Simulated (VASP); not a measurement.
A run of VASP 6.6.1:

Contents of INCAR:

```
PREC = Accurate
ENCUT = 520
EDIFF = 1E-6
ISMEAR = -1
SIGMA = 0.05
LREAL = Auto
LASPH = T
NELM = 120
ALGO = Normal
ISIF = 2
LWAVE = F
LCHARG = F
GGA = PE
NBANDS = 75
ISYM = -1
GGA_COMPAT = F
```

Contents of KPOINTS:

```
explicit points
1
Reciprocal
  0.25000000   0.25000000   0.25000000 1
```

POSCAR

```
Si4O7
1.0
    7.0842070000      0.0663610000      0.0972760000
    0.0663610000      6.9740900000     -0.0358550000
    0.0972760000     -0.0358550000      7.1323860000
Si O
8 14
Direct
    0.4432407271      0.1003020305      0.1816562710
    0.5037314788      0.1698688617      0.6050440434
    0.6568040259      0.6097191410      0.9748524843
    0.2767944279      0.2966144579      0.8303522351
   -0.0067115540      0.5883089110      0.6592918119
    0.1843305993      0.7578234092      0.3409572638
    0.7989893601      0.0406554109      0.8753654402
    0.9460308136      0.5598668925      0.2663407356
    0.1685310128      0.7156583683      0.5689236264
    0.2949108228      0.1002498182      0.6893273460
    0.8144090049      0.4706473043      0.1042436022
    0.4948576487      0.1978845421      0.3804449700
    0.1854693312      0.5497038053      0.2405729184
    0.0915313134      0.4343872817      0.7988594779
    0.8170991045      0.6687613852      0.7972277870
    0.6324169069      0.0243981404      0.0633006694
    0.3013231584      0.2353487233      0.0531106865
    0.9519357851      0.7970468310      0.2810973226
    0.4929142685      0.3674986057      0.7446000447
    0.3237207286      0.9182754708      0.2661054112
    0.8964807762      0.4794107079      0.4787556656
    0.6839334882      0.0369142897      0.6620022035
```

Potentials or basis: VASP PAW PBE potentials, release 64 (Si, O).

Run with:

```console
$ cat potpaw_PBE.64/Si/POTCAR potpaw_PBE.64/O/POTCAR > POTCAR
$ mpirun -np 1 vasp_std > vasp.out
```

Hardware: 1 thread of Intel(R) Xeon(R) Platinum 8259CL CPU @ 2.50GHz (Skylake/Cascade Lake), on a shared host.

Q: How long does it take, and how much memory?

A: Wall time 100 s on 1 thread of Intel(R) Xeon(R) Platinum 8259CL CPU @ 2.50GHz (Skylake/Cascade Lake), with other jobs on the host, peak memory 0.37 GiB. Counts: scf iterations 16, k points 1.
